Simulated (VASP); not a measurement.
The system is CsCl.

```xyz
2
Lattice="4.1368 0.0000 0.0000 0.0000 4.1368 0.0000 0.0000 0.0000 4.1368" Properties=species:S:1:pos:R:3 pbc="T T T"
Cs    0.0000    0.0000    0.0000
Cl    2.0684    2.0684    2.0684
```

Base run:

- Program: VASP 6.6.1
- Functional: r2SCAN
- Potentials or basis: VASP PAW PBE potentials, release 64 (Cs_sv, Cl)
- Cutoff: 550 eV
- k mesh: 6 × 6 × 6
- Occupations: gaussian, width 0.01 eV
- Spin: no spin polarisation

Its results: band gap on the k mesh 5.91 eV, direct; pressure 0.1 GPa.

Problem. The run is repeated on the same cell with these changes: functional from r2SCAN to PBE; cutoff from 550 eV to 500 eV. What comes out?

Solution. Band gap on the k mesh 5.21 eV, direct; pressure 0.8 GPa.

r2SCAN gives the wider gap, since meta-GGAs in the generalised Kohn-Sham scheme recover part of the derivative discontinuity.

Caveats: spin-orbit coupling is left out, which moves the levels of the heavy elements; the PAW data sets were made with another functional, which shifts forces and pressure a little (some runs).

A k mesh can miss the band edges.
